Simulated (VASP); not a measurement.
# HfB2 (P6/mmm) in VASP: notebook

The runs below take HfB2 through single point, with LDA, PBEsol.

All numbers are computed with VASP 6.6.1; they aren't measurements. Logs are shortened: lines on timing, memory, paths and dates and some standing lists are left out, and cuts for length are marked.

### 1 The cell of the first run

Symmetry: P6/mmm, No. 191, hexagonal system. Conventional cell: a = 3.076 Å, b = 3.076 Å, c = 3.409 Å, α = 90.00°, β = 90.00°, γ = 120.00°. Hf (site symmetry 6/mmm) has 12 B at 2.46 Å and 6 Hf at 3.08 Å within 3.2 Å. Within 2.4 Å of B (site symmetry -6m2) lie 3 B at 1.78 Å.

### 2 Single point, LDA

The input, INCAR:

```
SYSTEM = HfB2
PREC = Accurate
ENCUT = 520
EDIFF = 1E-6
ISMEAR = -1
SIGMA = 0.05
LREAL = .FALSE.
LASPH = .TRUE.
NELM = 80
ALGO = Normal
ISIF = 2
LWAVE = .FALSE.
LCHARG = .FALSE.
GGA = CA
NBANDS = 15
```

The input, KPOINTS:

```
Automatic mesh
0
G
  10 10 8
  0 0 0
```

The input, POSCAR:

```
HfB2
1.0
    3.0759003814      0.0000000000      0.0000000000
   -1.5379501907      2.6638078698      0.0000000000
    0.0000000000      0.0000000000      3.4089596583
Hf B
1 2
Direct
    0.0000000000      0.0000000000      0.0000000000
    0.6666666667      0.3333333333      0.5000000000
    0.3333333333      0.6666666667      0.5000000000
```

Potentials or basis: VASP PAW LDA potentials, release 64 (Hf_pv, B).

Run with:

```bash
$ cat potpaw_LDA.64/Hf_pv/POTCAR potpaw_LDA.64/B/POTCAR > POTCAR
$ mpirun -np 1 vasp_std > vasp.out
```

OUTCAR:

```text
SYSTEM = HfB2
   PREC = Accurate
   ENCUT = 520
   EDIFF = 1E-6
   ISMEAR = -1
   LREAL = .FALSE.
   LASPH = .TRUE.
   NELM = 80
   ISIF = 2
   GGA = CA

 ion  position               nearest neighbor table
   1  0.000  0.000  0.000-   2 2.46   3 2.46   2 2.46   3 2.46   3 2.46   3 2.46   2 2.46   2 2.46
                             2 2.46   2 2.46   3 2.46   3 2.46
   2  0.667  0.333  0.500-   3 1.78   3 1.78   3 1.78   1 2.46   1 2.46   1 2.46   1 2.46   1 2.46
                             1 2.46
   3  0.333  0.667  0.500-   2 1.78   2 1.78   2 1.78   1 2.46   1 2.46   1 2.46   1 2.46   1 2.46
                             1 2.46

  LATTYP: Found a hexagonal cell.
 ALAT       =     3.0759003814
 C/A-ratio  =     1.1082802548

  Lattice vectors:

 A1 = (   3.0759003814,   0.0000000000,   0.0000000000)
 A2 = (  -1.5379501907,   2.6638078698,   0.0000000000)
 A3 = (   0.0000000000,   0.0000000000,   3.4089596583)

Analysis of symmetry for initial positions (statically):
=====================================================================
 Subroutine PRICEL returns:
 Original cell was already a primitive cell.

 Routine SETGRP: Setting up the symmetry group for a
 hexagonal supercell.

 Subroutine GETGRP returns: Found 24 space group operations
 (whereof 24 operations were pure point group operations)
 out of a pool of 24 trial point group operations.

The static configuration has the point symmetry D_6h.

Analysis of symmetry for dynamics (positions and initial velocities):
=====================================================================
 Subroutine PRICEL returns:
 Original cell was already a primitive cell.

 Routine SETGRP: Setting up the symmetry group for a
 hexagonal supercell.

 Subroutine GETGRP returns: Found 24 space group operations
 (whereof 24 operations were pure point group operations)
 out of a pool of 24 trial point group operations.

The dynamic configuration has the point symmetry D_6h.

 Subroutine INISYM returns: Found 24 space group operations
 (whereof 24 operations are pure point group operations),
 and found     1 'primitive' translations

----------------------------------------------------------------------------------------

                                     Primitive cell

  volume of cell :      27.9317

  direct lattice vectors                    reciprocal lattice vectors
     3.075900381  0.000000000  0.000000000     0.325108058  0.187701225  0.000000000
    -1.537950191  2.663807870  0.000000000     0.000000000  0.375402450  0.000000000
     0.000000000  0.000000000  3.408959658     0.000000000  0.000000000  0.293344627

  length of vectors
     3.075900381  3.075900381  3.408959658     0.375402450  0.375402450  0.293344627

  position of ions in fractional coordinates (direct lattice)
     0.000000000  0.000000000  0.000000000
     0.666666667  0.333333333  0.500000000
     0.333333333  0.666666667  0.500000000

  ion indices of the primitive-cell ions
   primitive index   ion index
                 1           1
                 2           2
                 3           3

----------------------------------------------------------------------------------------

 KPOINTS: Automatic mesh

Automatic generation of k-mesh.
 Grid dimensions read from file:
 generate k-points for:   10   10    8

 Generating k-lattice:

  Cartesian coordinates                     Fractional coordinates (reciprocal lattice)
     0.032510806  0.018770122  0.000000000     0.100000000  0.000000000  0.000000000
     0.000000000  0.037540245  0.000000000     0.000000000  0.100000000  0.000000000
     0.000000000  0.000000000  0.036668078     0.000000000  0.000000000  0.125000000

  Length of vectors
     0.037540245  0.037540245  0.036668078

  Shift w.r.t. Gamma in fractional coordinates (k-lattice)
     0.000000000  0.000000000  0.000000000

 Subroutine IBZKPT returns following result:
 ===========================================

 Found     70 irreducible k-points:

 Following reciprocal coordinates:
            Coordinates               Weight
  0.000000  0.000000  0.000000      1.000000
  0.100000 -0.000000  0.000000      6.000000
  0.200000 -0.000000  0.000000      6.000000
  0.300000  0.000000  0.000000      6.000000
  0.400000 -0.000000  0.000000      6.000000
  0.500000  0.000000  0.000000      3.000000
[... 16 lines left out ...]
  0.300000  0.100000  0.125000     24.000000
  0.400000  0.100000  0.125000     24.000000
 [... further k-points ...]
   k-points           NKPTS =     70   k-points in BZ     NKDIM =     70   number of bands    NBANDS=     15
   number of dos      NEDOS =    301   number of ions     NIONS =      3
   total plane-waves  NPLWV =  16128
   dimension x,y,z NGX =    24 NGY =   24 NGZ =   28
   dimension x,y,z NGXF=    48 NGYF=   48 NGZF=   56
   ions per type =               1   2
   NGX,Y,Z   is equivalent  to a cutoff of  12.97, 12.97, 13.65 a.u.
   NGXF,Y,Z  is equivalent  to a cutoff of  25.94, 25.94, 27.31 a.u.
 SYSTEM =  HfB2
   PREC   = accura    normal or accurate (medium, high low for compatibility)
   ISTART =      0    job   : 0-new  1-cont  2-samecut
   ICHARG =      2    charge: 1-file 2-atom 10-const
   ISPIN  =      1    spin polarized calculation?
   LNONCOLLINEAR =      F non collinear calculations
   LSORBIT =      F    spin-orbit coupling
   LASPH  =      T    aspherical Exc in radial PAW
   ENCUT  =  520.0 eV  38.22 Ry    6.18 a.u.   5.72  5.72  6.34*2*pi/ulx,y,z
   NELM   =     80;   NELMIN=  2; NELMDL= -5     # of ELM steps
   EDIFF  = 0.1E-05   stopping-criterion for ELM
   LREAL  =      F    real-space projection
   EDIFFG = 0.1E-04   stopping-criterion for IOM
   NSW    =      0    number of steps for IOM
   IBRION =     -1    ionic relax: 0-MD 1-quasi-New 2-CG
   NFREE  =      0    steps in history (QN), initial steepest desc. (CG)
   ISIF   =      2    stress and relaxation
   ISYM   =      2    0-nonsym 1-usesym 2-fastsym
   POTIM  = 0.5000    time-step for ionic-motion
   TEBEG  =    0.0;   TEEND  =   0.0 temperature during run
   PSTRESS=    0.0 pullay stress
   NELECT =      16.0000    total number of electrons
   NUPDOWN=      -1.0000    fix difference up-down
   EMIN   =  10.00;   EMAX   =-10.00  energy-range for DOS
   EFERMI =   0.00;   METHOD = LEGACY
   ISMEAR =    -1;   SIGMA  =   0.05  broadening in eV -4-tet -1-fermi 0-gaus
   EFERMI_NEDOS =   21; number of points for ismear=-14 and -15
   IALGO  =     38    algorithm
   IMIX   =      4    mixing-type and parameters
     AMIX     =   0.40;   BMIX     =  1.00
     AMIX_MAG =   1.60;   BMIX_MAG =  1.00
  volume/ion in A,a.u.               =       9.31        62.83
  Fermi-wavevector in a.u.,A,eV,Ry     =   1.359615  2.569299 25.151075  1.848552
  Thomas-Fermi vector in A             =   2.486347
   LORBIT       =      0    0 simple, 1 ext, 2 COOP (PROOUT), +10 PAW based schemes
   GGA     = CA    functional components
   LHFCALC =     F    Hartree Fock is set to
   AEXX    =    0.0000 exact exchange contribution
   IVDW    =     0    specifies the selected vdW correction
   LEPSILON=     F    determine dielectric tensor
   LRPA    =     F    only Hartree local field effects (RPA)
 non-spin polarized calculation
  energy-cutoff  :      520.00
  volume of cell :       27.93
 maximum number of plane-waves:       769
 NGX is ok and might be reduce to    24
   NGX = 11   NGY = 11   NGZ = 13

 number of electron      16.0000002 magnetization

 Free energy of the ion-electron system (eV)
  ---------------------------------------------------
  ext. energy  EPLUGINS =         0.00000000
  ---------------------------------------------------
  free energy    TOTEN  =       -28.93677832 eV

  energy without entropy =      -28.93427166  energy(sigma->0) =      -28.93552499

 E-fermi :   8.0247     XC(G=0): -13.0118

 val. band max:        7.9670022002   @ k =   0.2000   0.2000   0.1250
 cond. band min:       8.2747091382   @ k =   0.1000   0.1000   0.2500
 fundamental gap:      0.3077069380
 Fermi energy:         8.0246860516

 k-point     1 :       0.0000    0.0000    0.0000
  band No.  band energies     occupation
      1     -22.1368      2.00000
      2     -21.5429      2.00000
      3     -21.5429      2.00000
      4      -5.7397      2.00000
      5       4.9977      2.00000
      6       5.1502      2.00000
      7       5.1502      2.00000
      8       5.5074      2.00000
      9      12.4215      0.00000
     10      12.4215      0.00000
     11      13.0970      0.00000
     12      13.0970      0.00000
     13      13.4786      0.00000
     14      13.4786      0.00000
     15      13.8003      0.00000

 k-point     2 :       0.1000   -0.0000    0.0000
  band No.  band energies     occupation
      1     -22.1205      2.00000
      2     -21.6419      2.00000
      3     -21.5645      2.00000
      4      -5.5100      2.00000
      5       4.5771      2.00000
      6       5.1544      2.00000
      7       5.2255      2.00000
      8       5.2808      2.00000
      9      11.6876      0.00000
     10      12.2599      0.00000
     11      12.2681      0.00000
     12      12.7076      0.00000
     13      14.2218      0.00000
     14      14.8507      0.00000
     15      14.9588      0.00000

 k-point     3 :       0.2000   -0.0000    0.0000
  band No.  band energies     occupation
      1     -22.0775      2.00000
      2     -21.8931      2.00000
      3     -21.6208      2.00000
      4      -4.8633      2.00000
      5       3.2896      2.00000
      6       4.7801      2.00000
      7       5.1061      2.00000
      8       5.6826      2.00000
      9      10.5285      0.00000
     10      11.8715      0.00000
     11      12.0878      0.00000
     12      12.6211      0.00000
     13      14.7357      0.00000
     14      15.6846      0.00000
     15      16.7687      0.00000
[... 343 lines left out ...]
 k-point    23 :       0.3000    0.1000    0.1250
  band No.  band energies     occupation
      1     -22.3008      2.00000
      2     -22.0412      2.00000
      3     -21.7652      2.00000
      4      -3.0341      2.00000
      5       0.9994      2.00000
      6       3.5982      2.00000
      7       4.3589      2.00000
      8       6.2649      2.00000
      9       9.3073      0.00000
     10      11.7167      0.00000
     11      12.7754      0.00000
     12      14.1708      0.00000
     13      16.1487      0.00000
     14      16.8805      0.00000
     15      19.7964      0.00000

 k-point    24 :       0.4000    0.1000    0.1250
  band No.  band energies     occupation
      1     -22.4453      2.00000
      2     -22.0095      2.00000
      3     -21.8137      2.00000
      4      -1.8410      2.00000
      5      -0.4288      2.00000
      6       3.4379      2.00000
      7       4.3025      2.00000
      8       5.8110      2.00000
      9       9.4220      0.00000
     10      12.5887      0.00000
     11      12.6959      0.00000
     12      14.8535      0.00000
     13      16.3281      0.00000
     14      17.3452      0.00000
     15      19.7132      0.00000

 [... further k-points ...]
[... 5 lines left out ...]
  --------------------------------------------------------------------------------------
  -------------------------------------------------------------------------------------
  Total        1.3170589      1.3170589      1.0770922     -0.0000000     -0.0000000     -0.0000000
  in kB       75.5472689     75.5472689     61.7826386     -0.0000000     -0.0000000     -0.0000000
  external PRESSURE =      70.9590588 kB  Pullay stress =       0.0000000 kB

 VOLUME and BASIS-vectors are now :
 -----------------------------------------------------------------------------
  energy-cutoff  :      520.00
  volume of cell :       27.93
      direct lattice vectors                 reciprocal lattice vectors
     3.075900381  0.000000000  0.000000000     0.325108058  0.187701225  0.000000000
    -1.537950191  2.663807870  0.000000000     0.000000000  0.375402450  0.000000000
     0.000000000  0.000000000  3.408959658     0.000000000  0.000000000  0.293344627

 POSITION                                       TOTAL-FORCE (eV/Angst)
 -----------------------------------------------------------------------------------
      0.00000      0.00000      0.00000        -0.000000      0.000000      0.000000
      1.53795      0.88794      1.70448         0.000000      0.000000      0.000000
     -0.00000      1.77587      1.70448        -0.000000     -0.000000      0.000000
 -----------------------------------------------------------------------------------
    total drift:                               -0.000000      0.000000      0.000000

  FREE ENERGIE OF THE ION-ELECTRON SYSTEM (eV)
  ---------------------------------------------------
  free  energy   TOTEN  =       -28.9367783201 eV

  energy  without entropy=      -28.9342716555  energy(sigma->0) =      -28.93552499
```

Wall time 9 s (1 thread of Intel Xeon 6975P-C, shared host); peak memory 0.15 GiB.

Results:

```yaml
Free_energy: -28.9368 eV
Pressure: 7.1 GPa
Band_gap_on_the_k_mesh: zero (band 8 reaches 8.76 eV, above the bottom of band 9 at 7.88 eV)
```

Caveat: spin-orbit coupling is left out, which moves the levels of the heavy elements.

(Continued in part 2 of 2.)
